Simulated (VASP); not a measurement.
# Y4N (Pm-3m) in VASP: further runs, part 2 of 2

VASP 6.6.1. Earlier steps stand in the parts before.

## 3. Single point, PBE, collinear spin, ferromagnetic start

This run uses another cell than the first one, of 24.68 Å³/atom.

Input file INCAR:

```
SYSTEM = Y4N
PREC     = Accurate       ! precision mode
ENCUT    = 520            ! plane-wave cutoff, eV
EDIFF    = 1E-6           ! SCF threshold, eV
ISMEAR   = 0              ! smearing method
SIGMA    = 0.1            ! smearing width, eV
LREAL    = .False.        ! projectors in reciprocal space
LASPH    = .True.         ! aspherical terms in the spheres
NELM     = 150            ! most SCF steps
ALGO     = Normal         ! electronic algorithm
ISIF     = 2              ! what is computed and relaxed
LWAVE    = .False.        ! write WAVECAR
LCHARG   = .True.         ! write CHGCAR
ISPIN    = 2              ! spin polarisation
MAGMOM   = 0 0 0 0 1      ! initial moments
LORBIT   = 11             ! projections on sites
LMAXMIX  = 4              ! l up to which the mixer works
GGA      = PE             ! functional
LELF     = .True.         ! ELF
LVHAR    = .True.       
NBANDS   = 36             ! bands
```

Input file KPOINTS:

```
regular mesh
0
Gamma
  4 4 4
  0 0 0
```

Input file POSCAR:

```
Y4N
1.0
    4.9782778570      0.0000000000      0.0000000000
    0.0000000000      4.9782778570      0.0000000000
    0.0000000000      0.0000000000      4.9782778570
Y N
4 1
Direct
    0.0000000000      0.0000000000      0.0000000000
    0.5000000000      0.5000000000      0.0000000000
    0.5000000000      0.0000000000      0.5000000000
    0.0000000000      0.5000000000      0.5000000000
    0.5000000000      0.5000000000      0.5000000000
```

Potentials or basis: VASP PAW PBE potentials, release 64 (Y_sv, N).

Launch:

```bash
> cat potpaw_PBE.64/Y_sv/POTCAR potpaw_PBE.64/N/POTCAR > POTCAR
> mpirun -np 1 vasp_std > vasp.out
```

OUTCAR:

```text
SYSTEM = Y4N
   PREC = Accurate
   ENCUT = 520
   EDIFF = 1E-6
   ISMEAR = 0
   LREAL = .False.
   LASPH = .True.
   NELM = 150
   ISIF = 2
   ISPIN = 2
   LORBIT = 11
   GGA = PE

 ion  position               nearest neighbor table
   1  0.000  0.000  0.000-   2 3.52   3 3.52   4 3.52   3 3.52   4 3.52   2 3.52   4 3.52   4 3.52
                             2 3.52   3 3.52   3 3.52   2 3.52
   2  0.500  0.500  0.000-   5 2.49   5 2.49   4 3.52   1 3.52   3 3.52   4 3.52   3 3.52   1 3.52
                             3 3.52   3 3.52   1 3.52   4 3.52   4 3.52   1 3.52
   3  0.500  0.000  0.500-   5 2.49   5 2.49   4 3.52   1 3.52   1 3.52   2 3.52   2 3.52   4 3.52
                             2 3.52   2 3.52   1 3.52   4 3.52   1 3.52   4 3.52
   4  0.000  0.500  0.500-   5 2.49   5 2.49   3 3.52   1 3.52   1 3.52   2 3.52   1 3.52   3 3.52
                             1 3.52   2 3.52   3 3.52   2 3.52   2 3.52   3 3.52
   5  0.500  0.500  0.500-   2 2.49   3 2.49   4 2.49   2 2.49   3 2.49   4 2.49

  LATTYP: Found a simple cubic cell.
 ALAT       =     4.9782778570

  Lattice vectors:

 A1 = (   4.9782778570,   0.0000000000,   0.0000000000)
 A2 = (   0.0000000000,   4.9782778570,   0.0000000000)
 A3 = (   0.0000000000,   0.0000000000,   4.9782778570)

Analysis of symmetry for initial positions (statically):
=====================================================================
 Subroutine PRICEL returns:
 Original cell was already a primitive cell.

 Routine SETGRP: Setting up the symmetry group for a
 simple cubic supercell.

 Subroutine GETGRP returns: Found 48 space group operations
 (whereof 48 operations were pure point group operations)
 out of a pool of 48 trial point group operations.

The static configuration has the point symmetry O_h .

Analysis of symmetry for dynamics (positions and initial velocities):
[... 169 lines left out ...]
 val. band max:        3.7397140127   @ k =   0.2500   0.2500   0.2500
 cond. band min:       3.8744972043   @ k =   0.5000   0.0000   0.0000
 fundamental gap:      0.1347831916
 Fermi energy:         3.7618192038

 spin component 1

 k-point     1 :       0.0000    0.0000    0.0000
  band No.  band energies     occupation
      1     -38.8006      1.00000
      2     -38.5726      1.00000
      3     -38.4967      1.00000
      4     -38.4967      1.00000
      5     -19.0225      1.00000
      6     -19.0225      1.00000
[... 379 lines left out ...]
     35       8.4064      0.00000
     36       9.0821      0.00000
 Fermi energy:         3.7618192038

 spin component 2

 k-point     1 :       0.0000    0.0000    0.0000
  band No.  band energies     occupation
      1     -38.8005      1.00000
      2     -38.5726      1.00000
      3     -38.4968      1.00000
      4     -38.4968      1.00000
      5     -19.0225      1.00000
      6     -19.0225      1.00000
[... 379 lines left out ...]
     35       8.4064      0.00000
     36       9.0822      0.00000

------------------------ aborting loop because EDIFF is reached ----------------------------------------

  FORCE on cell =-STRESS in cart. coord.  units (eV):
  Direction    XX          YY          ZZ          XY          YZ          ZX
  --------------------------------------------------------------------------------------
  -------------------------------------------------------------------------------------
  Total        0.0369314      0.0369314      0.0369314      0.0000000     -0.0000000      0.0000000
  in kB        0.4795888      0.4795888      0.4795888      0.0000000     -0.0000000      0.0000000
  external PRESSURE =       0.4795888 kB  Pullay stress =       0.0000000 kB

 VOLUME and BASIS-vectors are now :
 -----------------------------------------------------------------------------
  energy-cutoff  :      520.00
  volume of cell :      123.38
      direct lattice vectors                 reciprocal lattice vectors
     4.978277857  0.000000000  0.000000000     0.200872677  0.000000000  0.000000000
     0.000000000  4.978277857  0.000000000     0.000000000  0.200872677  0.000000000
     0.000000000  0.000000000  4.978277857     0.000000000  0.000000000  0.200872677

 POSITION                                       TOTAL-FORCE (eV/Angst)
 -----------------------------------------------------------------------------------
      0.00000      0.00000      0.00000         0.000000      0.000000      0.000000
      2.48914      2.48914      0.00000         0.000000      0.000000      0.000000
      2.48914      0.00000      2.48914         0.000000      0.000000      0.000000
      0.00000      2.48914      2.48914         0.000000      0.000000      0.000000
      2.48914      2.48914      2.48914         0.000000      0.000000      0.000000
 -----------------------------------------------------------------------------------
    total drift:                                0.000000     -0.000000     -0.000000

  FREE ENERGIE OF THE ION-ELECTRON SYSTEM (eV)
  ---------------------------------------------------
  free  energy   TOTEN  =       -36.7263034003 eV

  energy  without entropy=      -36.7017324341  energy(sigma->0) =      -36.71401792

 total charge

# of ion       s       p       d       f       tot
--------------------------------------------------
    1        2.286   6.274   0.968   0.006   9.534
    2        2.243   6.293   1.023   0.031   9.590
    3        2.243   6.293   1.023   0.031   9.590
    4        2.243   6.293   1.023   0.031   9.590
    5        1.248   2.360   0.000   0.000   3.608
--------------------------------------------------
tot         10.263  27.513   4.036   0.101  41.913

 magnetization (x)

# of ion       s       p       d       f       tot
--------------------------------------------------
    1        0.000   0.000   0.000   0.000   0.000
    2       -0.000   0.000   0.000   0.000   0.000
    3       -0.000   0.000   0.000   0.000   0.000
    4       -0.000   0.000   0.000   0.000   0.000
    5       -0.000   0.000   0.000   0.000   0.000
--------------------------------------------------
tot         -0.000   0.000   0.000   0.000   0.000
```

Wall time 2.5 min (1 thread of Intel Xeon Platinum 8259CL at 2.50GHz (Skylake/Cascade Lake), shared host); peak memory 0.32 GiB.

Results:

| Property | Result |
| --- | --- |
| Free energy | -36.7263 eV |
| Pressure | 0.0 GPa |
| Net moment | 0.00 μB per cell |
| Valence electrons inside the program's atomic spheres | Y 9.53, 9.59 (each value once); N 3.61 |

Levels at points of the mesh, in eV from the Fermi level:
Spin up:
```tsv
k point	band 22	band 23	band 24	band 25	band 26	band 27
(0.00, 0.00, 0.00)	-1.86	-1.86	-0.94	-0.94	-0.94	1.87
(0.50, 0.00, 0.00)	-2.08	-0.82	0.11	0.20	0.32	0.32
(0.50, 0.50, 0.00)	-0.71	-0.71	-0.55	0.35	0.35	0.36
(0.50, 0.50, 0.50)	-0.57	-0.57	-0.57	0.78	0.78	0.78
```
Spin down:
| k point | band 21 | band 22 | band 23 | band 24 | band 25 | band 26 | band 27 | band 28 |
| --- | --- | --- | --- | --- | --- | --- | --- | --- |
| (0.00, 0.00, 0.00) | -1.88 | -1.86 | -1.86 | -0.94 | -0.94 | -0.94 | 1.87 | 1.87 |
| (0.50, 0.00, 0.00) | -2.30 | -2.08 | -0.82 | 0.11 | 0.20 | 0.32 | 0.32 | 1.36 |
| (0.50, 0.50, 0.00) | -1.58 | -0.71 | -0.71 | -0.55 | 0.35 | 0.35 | 0.36 | 0.59 |
| (0.50, 0.50, 0.50) | -2.05 | -0.57 | -0.57 | -0.57 | 0.78 | 0.78 | 0.78 | 1.62 |

## 4. Relaxation of cell and atoms, PBE

This run uses another cell than the first one, of 24.68 Å³/atom.

Input file INCAR:

```
SYSTEM = Y4N
ALGO = Normal
EDIFF = 1E-6
EDIFFG = -0.01
ENCUT = 600
GGA = PE
IBRION = 2
ISIF = 3
ISMEAR = 0
LASPH = .True.
LCHARG = .False.
LREAL = .False.
LWAVE = .False.
NELM = 100
NSW = 100
PREC = Accurate
SIGMA = 0.1
```

Input file KPOINTS:

```
k-points
0
Gamma
  8 8 8
  0 0 0
```

POSCAR is that of step 3.

Launch:

```bash
> cat potpaw_PBE.64/Y_sv/POTCAR potpaw_PBE.64/N/POTCAR > POTCAR
> mpirun -np 1 vasp_std > vasp.out
```

Wall time 5.3 min (1 thread of Intel Xeon Platinum 8259CL at 2.50GHz (Skylake/Cascade Lake), shared host); peak memory 0.34 GiB.

It converged, with:

```
Free energy                           : -36.7133 eV
Relaxed volume                        : 24.62 Å³/atom
Relaxed cell                          : a = 4.975 Å, b = 4.975 Å, c = 4.975 Å, α = 90.00°, β = 90.00°, γ = 90.00°
Space group after relaxing (to 0.1 Å) : Pm-3m (No. 221)
Energy gained by relaxing             : 0.0 meV/atom
Ionic steps                           : 3
Pressure after relaxing               : 0.0 GPa
Band gap on the k mesh                : zero (an odd number of electrons rules out a gap without spin polarisation)
```

The path:
| step | energy change (eV) | largest force (eV/Å) | pressure (GPa) | volume (Å³) |
| --- | --- | --- | --- | --- |
| 1 | 0.0000 | 0.0000 | -0.17 | 123.38 |
| 2 | -0.0001 | 0.0000 | 0.09 | 122.92 |
| 3 | -0.0001 | 0.0000 | 0.00 | 123.10 |

Final structure:
```cif
data_structure
_symmetry_space_group_name_H-M 'P 1'
_symmetry_Int_Tables_number 1
_cell_length_a 4.9745
_cell_length_b 4.9745
_cell_length_c 4.9745
_cell_angle_alpha 90.000
_cell_angle_beta 90.000
_cell_angle_gamma 90.000
_cell_volume 123.10
loop_
_atom_site_label
_atom_site_type_symbol
_atom_site_fract_x
_atom_site_fract_y
_atom_site_fract_z
_atom_site_occupancy
Y1 Y 0.00000 0.00000 0.00000 1
Y2 Y 0.50000 0.50000 0.00000 1
Y3 Y 0.50000 0.00000 0.50000 1
Y4 Y 0.00000 0.50000 0.50000 1
N1 N 0.50000 0.50000 0.50000 1
```

Levels at points of the mesh, in eV from the Fermi level:
| k point | band 22 | band 23 | band 24 | band 25 | band 26 | band 27 |
| --- | --- | --- | --- | --- | --- | --- |
| (0.00, 0.00, 0.00) | -1.85 | -1.85 | -0.94 | -0.94 | -0.94 | 1.88 |
| (0.50, 0.00, 0.00) | -2.09 | -0.83 | 0.11 | 0.21 | 0.33 | 0.33 |
| (0.50, 0.50, 0.00) | -0.71 | -0.71 | -0.55 | 0.36 | 0.36 | 0.37 |
| (0.50, 0.50, 0.50) | -0.57 | -0.57 | -0.57 | 0.78 | 0.78 | 0.78 |

## 5. Overview

| task | spin | cell | k mesh | cutoff (eV) | gap on the mesh (eV) | pressure (GPa) | moment (μB) |
| --- | --- | --- | --- | --- | --- | --- | --- |
| single point | collinear, ferromagnetic start | a = 4.747 Å, 5 atoms | 4 × 4 × 4 | 520 | none | 12.1 | 0.00 |
| single point | collinear, ferromagnetic start | a = 4.978 Å, 5 atoms | 4 × 4 × 4 | 520 | none | 0.0 | 0.00 |
| relaxation of cell and atoms | off | relaxed from a = 4.978 Å, 5 atoms | 8 × 8 × 8 | 600 | none | 0.0 | - |

Alike in all rows: level PBE; potentials or basis VASP PAW PBE potentials, release 64 (Y_sv, N); smearing gaussian 0.1 eV.

Caveats: the cell stands under pressure (at least some runs).

Absolute energies hang on the potentials; compare differences alone.
